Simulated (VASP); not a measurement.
# BaZrO3 (Pm-3m) in VASP: notebook

Aim: see how the results for BaZrO3 move with the level of theory and the settings. Levels: LDA, RPBE, r2SCAN. Tasks: single point, relaxation of cell and atoms.

Program: VASP 6.6.1. These are calculated values, not measurements. Logs are shortened: lines on timing, memory, paths and dates and some standing lists are left out, and cuts for length are marked.

### 1 The cell of the first run

The structure is cubic, space group Pm-3m (No. 221). Conventional cell: a = 4.147 Å, b = 4.147 Å, c = 4.147 Å, α = 90.00°, β = 90.00°, γ = 90.00°. Ba (site symmetry m-3m) has 12 O at 2.93 Å and 8 Zr at 3.59 Å within 3.9 Å. Within 2.7 Å of Zr (site symmetry m-3m) lie 6 O at 2.07 Å. Within 2.7 Å of O (site symmetry 4/mmm) lie 2 Zr at 2.07 Å.

### 2 Single point, LDA

Input file INCAR:

```
  PREC = Accurate
  ENCUT = 520
  EDIFF = 1E-7
  ISMEAR = 0
  SIGMA = 0.01
  LREAL = F
  LASPH = T
  NELM = 60
  ALGO = Normal
  ISIF = 2
  LWAVE = F
  LCHARG = T
  LELF = T
  LVHAR = T
  NBANDS = 28
```

Input file KPOINTS:

```
Automatic mesh
0
Gamma
  5 5 5
```

Input file POSCAR:

```
BaZrO3
1.0
    4.1474018404      0.0000000000      0.0000000000
    0.0000000000      4.1474018404      0.0000000000
    0.0000000000      0.0000000000      4.1474018404
Ba Zr O
1 1 3
Direct
    0.0000000000      0.0000000000      0.0000000000
    0.5000000000      0.5000000000      0.5000000000
    0.0000000000      0.5000000000      0.5000000000
    0.5000000000      0.0000000000      0.5000000000
    0.5000000000      0.5000000000      0.0000000000
```

Potentials or basis: VASP PAW LDA potentials, release 64 (Ba_sv, Zr_sv, O).

On the command line:

```
$ cat potpaw_LDA.64/Ba_sv/POTCAR potpaw_LDA.64/Zr_sv/POTCAR potpaw_LDA.64/O/POTCAR > POTCAR
$ mpirun -np 1 vasp_std > vasp.out
```

OUTCAR:

```text
PREC = Accurate
   ENCUT = 520
   EDIFF = 1E-7
   ISMEAR = 0
   LREAL = F
   LASPH = T
   NELM = 60
   ISIF = 2

 ion  position               nearest neighbor table
   1  0.000  0.000  0.000-   3 2.93   4 2.93   5 2.93   3 2.93   4 2.93   3 2.93   5 2.93   3 2.93
                             4 2.93   5 2.93   4 2.93   5 2.93   2 3.59   2 3.59   2 3.59   2 3.59
   2  0.500  0.500  0.500-   3 2.07   4 2.07   5 2.07   5 2.07   4 2.07   3 2.07   1 3.59   1 3.59
                             1 3.59   1 3.59   1 3.59   1 3.59   1 3.59   1 3.59
   3  0.000  0.500  0.500-   2 2.07   2 2.07   1 2.93   1 2.93   1 2.93   1 2.93
   4  0.500  0.000  0.500-   2 2.07   2 2.07   1 2.93   1 2.93   1 2.93   1 2.93
   5  0.500  0.500  0.000-   2 2.07   2 2.07   1 2.93   1 2.93   1 2.93   1 2.93

  LATTYP: Found a simple cubic cell.
 ALAT       =     4.1474018404

  Lattice vectors:

 A1 = (   4.1474018404,   0.0000000000,   0.0000000000)
 A2 = (   0.0000000000,   4.1474018404,   0.0000000000)
 A3 = (   0.0000000000,   0.0000000000,   4.1474018404)

Analysis of symmetry for initial positions (statically):
=====================================================================
 Subroutine PRICEL returns:
 Original cell was already a primitive cell.

 Routine SETGRP: Setting up the symmetry group for a
 simple cubic supercell.

 Subroutine GETGRP returns: Found 48 space group operations
 (whereof 48 operations were pure point group operations)
 out of a pool of 48 trial point group operations.

The static configuration has the point symmetry O_h .

Analysis of symmetry for dynamics (positions and initial velocities):
=====================================================================
 Subroutine PRICEL returns:
 Original cell was already a primitive cell.

 Routine SETGRP: Setting up the symmetry group for a
 simple cubic supercell.

 Subroutine GETGRP returns: Found 48 space group operations
 (whereof 48 operations were pure point group operations)
 out of a pool of 48 trial point group operations.

The dynamic configuration has the point symmetry O_h .

 Subroutine INISYM returns: Found 48 space group operations
 (whereof 48 operations are pure point group operations),
 and found     1 'primitive' translations

----------------------------------------------------------------------------------------

                                     Primitive cell

  volume of cell :      71.3392

  direct lattice vectors                    reciprocal lattice vectors
     4.147401840  0.000000000  0.000000000     0.241114808  0.000000000  0.000000000
     0.000000000  4.147401840  0.000000000     0.000000000  0.241114808  0.000000000
     0.000000000  0.000000000  4.147401840     0.000000000  0.000000000  0.241114808

  length of vectors
     4.147401840  4.147401840  4.147401840     0.241114808  0.241114808  0.241114808

  position of ions in fractional coordinates (direct lattice)
     0.000000000  0.000000000  0.000000000
     0.500000000  0.500000000  0.500000000
     0.000000000  0.500000000  0.500000000
     0.500000000  0.000000000  0.500000000
     0.500000000  0.500000000  0.000000000

  ion indices of the primitive-cell ions
   primitive index   ion index
                 1           1
                 2           2
                 3           3
                 4           4
                 5           5

----------------------------------------------------------------------------------------

 KPOINTS: Automatic mesh

Automatic generation of k-mesh.
 Grid dimensions read from file:
 generate k-points for:    5    5    5

 Generating k-lattice:

  Cartesian coordinates                     Fractional coordinates (reciprocal lattice)
     0.048222962  0.000000000  0.000000000     0.200000000  0.000000000  0.000000000
     0.000000000  0.048222962  0.000000000     0.000000000  0.200000000  0.000000000
     0.000000000  0.000000000  0.048222962     0.000000000  0.000000000  0.200000000

  Length of vectors
     0.048222962  0.048222962  0.048222962

  Shift w.r.t. Gamma in fractional coordinates (k-lattice)
     0.000000000  0.000000000  0.000000000

 Subroutine IBZKPT returns following result:
 ===========================================

 Found     10 irreducible k-points:

 Following reciprocal coordinates:
            Coordinates               Weight
  0.000000  0.000000  0.000000      1.000000
  0.200000  0.000000  0.000000      6.000000
  0.400000  0.000000  0.000000      6.000000
  0.200000  0.200000  0.000000     12.000000
  0.400000  0.200000  0.000000     24.000000
  0.400000  0.400000  0.000000     12.000000
  0.200000  0.200000  0.200000      8.000000
  0.400000  0.200000  0.200000     24.000000
  0.400000  0.400000  0.200000     24.000000
  0.400000  0.400000  0.400000      8.000000
   k-points           NKPTS =     10   k-points in BZ     NKDIM =     10   number of bands    NBANDS=     28
   number of dos      NEDOS =    301   number of ions     NIONS =      5
   total plane-waves  NPLWV =  32768
   dimension x,y,z NGX =    32 NGY =   32 NGZ =   32
   dimension x,y,z NGXF=    64 NGYF=   64 NGZF=   64
   ions per type =               1   1   3
   NGX,Y,Z   is equivalent  to a cutoff of  12.83, 12.83, 12.83 a.u.
   NGXF,Y,Z  is equivalent  to a cutoff of  25.65, 25.65, 25.65 a.u.
 SYSTEM =  unknown system
   PREC   = accura    normal or accurate (medium, high low for compatibility)
   ISTART =      0    job   : 0-new  1-cont  2-samecut
   ICHARG =      2    charge: 1-file 2-atom 10-const
   ISPIN  =      1    spin polarized calculation?
   LNONCOLLINEAR =      F non collinear calculations
   LSORBIT =      F    spin-orbit coupling
   LASPH  =      T    aspherical Exc in radial PAW
   ENCUT  =  520.0 eV  38.22 Ry    6.18 a.u.   7.71  7.71  7.71*2*pi/ulx,y,z
   NELM   =     60;   NELMIN=  2; NELMDL= -5     # of ELM steps
   EDIFF  = 0.1E-06   stopping-criterion for ELM
   LREAL  =      F    real-space projection
   EDIFFG = 0.1E-05   stopping-criterion for IOM
   NSW    =      0    number of steps for IOM
   IBRION =     -1    ionic relax: 0-MD 1-quasi-New 2-CG
   NFREE  =      0    steps in history (QN), initial steepest desc. (CG)
   ISIF   =      2    stress and relaxation
   ISYM   =      2    0-nonsym 1-usesym 2-fastsym
   POTIM  = 0.5000    time-step for ionic-motion
   TEBEG  =    0.0;   TEEND  =   0.0 temperature during run
   PSTRESS=    0.0 pullay stress
   NELECT =      40.0000    total number of electrons
   NUPDOWN=      -1.0000    fix difference up-down
   EMIN   =  10.00;   EMAX   =-10.00  energy-range for DOS
   EFERMI =   0.00;   METHOD = LEGACY
   ISMEAR =     0;   SIGMA  =   0.01  broadening in eV -4-tet -1-fermi 0-gaus
   EFERMI_NEDOS =   21; number of points for ismear=-14 and -15
   IALGO  =     38    algorithm
   IMIX   =      4    mixing-type and parameters
     AMIX     =   0.40;   BMIX     =  1.00
     AMIX_MAG =   1.60;   BMIX_MAG =  1.00
  volume/ion in A,a.u.               =      14.27        96.28
  Fermi-wavevector in a.u.,A,eV,Ry     =   1.349953  2.551042 24.794899  1.822374
  Thomas-Fermi vector in A             =   2.477498
   LORBIT       =      0    0 simple, 1 ext, 2 COOP (PROOUT), +10 PAW based schemes
   GGA     = CA    functional components
   LHFCALC =     F    Hartree Fock is set to
   AEXX    =    0.0000 exact exchange contribution
   IVDW    =     0    specifies the selected vdW correction
   LEPSILON=     F    determine dielectric tensor
   LRPA    =     F    only Hartree local field effects (RPA)
 non-spin polarized calculation
 Gauss-broadening in eV      SIGMA  =   0.01
  energy-cutoff  :      520.00
  volume of cell :       71.34
 maximum number of plane-waves:      1935
 NGX is ok and might be reduce to    32
   NGX = 15   NGY = 15   NGZ = 15

 number of electron      40.0000017 magnetization

 Free energy of the ion-electron system (eV)
  ---------------------------------------------------
  ext. energy  EPLUGINS =         0.00000000
  ---------------------------------------------------
  free energy    TOTEN  =       -45.73639132 eV

  energy without entropy =      -45.73639132  energy(sigma->0) =      -45.73639132

 E-fermi :   3.6897     XC(G=0): -11.3941

 val. band max:        3.5915556642   @ k =   0.4000   0.4000   0.4000
 cond. band min:       6.8347884902   @ k =   0.0000   0.0000   0.0000
 fundamental gap:      3.2432328260
 Fermi energy:         3.6897385854

 k-point     1 :       0.0000    0.0000    0.0000
  band No.  band energies     occupation
      1     -42.7655      2.00000
      2     -21.3401      2.00000
      3     -21.1500      2.00000
      4     -21.1500      2.00000
      5     -21.1500      2.00000
      6     -12.4066      2.00000
[... 20 lines left out ...]
     27      11.5384      0.00000
     28      11.5384      0.00000

 k-point     2 :       0.2000    0.0000    0.0000
  band No.  band energies     occupation
      1     -42.7641      2.00000
      2     -21.4495      2.00000
      3     -21.1470      2.00000
      4     -21.1470      2.00000
      5     -21.1162      2.00000
      6     -12.4509      2.00000
[... 20 lines left out ...]
     27      11.5414      0.00000
     28      11.9379      0.00000

 k-point     3 :       0.4000    0.0000    0.0000
  band No.  band energies     occupation
      1     -42.7618      2.00000
      2     -21.6063      2.00000
      3     -21.1421      2.00000
      4     -21.1421      2.00000
      5     -21.0725      2.00000
      6     -12.6126      2.00000
[... 20 lines left out ...]
     27      11.5366      0.00000
     28      12.3973      0.00000

 k-point     4 :       0.2000    0.2000    0.0000
  band No.  band energies     occupation
      1     -42.7627      2.00000
      2     -21.4598      2.00000
      3     -21.2509      2.00000
      4     -21.1441      2.00000
      5     -21.0810      2.00000
      6     -12.3772      2.00000
[... 144 lines left out ...]
     27      11.7252      0.00000
     28      12.3760      0.00000

 k-point     9 :       0.4000    0.4000    0.2000
  band No.  band energies     occupation
      1     -42.7566      2.00000
      2     -21.4403      2.00000
      3     -21.4018      2.00000
      4     -21.2411      2.00000
      5     -21.1769      2.00000
      6     -11.9051      2.00000
[... 20 lines left out ...]
     27      11.8417      0.00000
     28      12.8362      0.00000

 k-point    10 :       0.4000    0.4000    0.4000
  band No.  band energies     occupation
      1     -42.7543      2.00000
      2     -21.4054      2.00000
      3     -21.3950      2.00000
      4     -21.3950      2.00000
      5     -21.1855      2.00000
      6     -11.2583      2.00000
[... 20 lines left out ...]
     27      12.6714      0.00000
     28      12.6714      0.00000

------------------------ aborting loop because EDIFF is reached ----------------------------------------

  FORCE on cell =-STRESS in cart. coord.  units (eV):
  Direction    XX          YY          ZZ          XY          YZ          ZX
  --------------------------------------------------------------------------------------
  -------------------------------------------------------------------------------------
  Total        0.6795262      0.6795262      0.6795262      0.0000000      0.0000000      0.0000000
  in kB       15.2611905     15.2611905     15.2611905      0.0000000      0.0000000      0.0000000
  external PRESSURE =      15.2611905 kB  Pullay stress =       0.0000000 kB

 VOLUME and BASIS-vectors are now :
 -----------------------------------------------------------------------------
  energy-cutoff  :      520.00
  volume of cell :       71.34
      direct lattice vectors                 reciprocal lattice vectors
     4.147401840  0.000000000  0.000000000     0.241114808  0.000000000  0.000000000
     0.000000000  4.147401840  0.000000000     0.000000000  0.241114808  0.000000000
     0.000000000  0.000000000  4.147401840     0.000000000  0.000000000  0.241114808

 POSITION                                       TOTAL-FORCE (eV/Angst)
 -----------------------------------------------------------------------------------
      0.00000      0.00000      0.00000         0.000000      0.000000      0.000000
      2.07370      2.07370      2.07370         0.000000      0.000000      0.000000
      0.00000      2.07370      2.07370         0.000000      0.000000      0.000000
      2.07370      0.00000      2.07370         0.000000      0.000000      0.000000
      2.07370      2.07370      0.00000         0.000000      0.000000      0.000000
 -----------------------------------------------------------------------------------
    total drift:                                0.000000     -0.000000     -0.000000

  FREE ENERGIE OF THE ION-ELECTRON SYSTEM (eV)
  ---------------------------------------------------
  free  energy   TOTEN  =       -45.7363913206 eV

  energy  without entropy=      -45.7363913206  energy(sigma->0) =      -45.73639132
```

It took 30 s on 1 thread of Intel Xeon 8259CL, shared host; peak memory 0.16 GiB.

Results:

* Free energy: -45.7364 eV
* Pressure: 1.5 GPa
* Band gap on the k mesh: 3.24 eV (least direct gap 3.31 eV)

Caveat: spin-orbit coupling is left out, which moves the levels of the heavy elements; an odd mesh through Γ misses points on the zone boundary, where band edges can lie.

[end of part 1 of 3]
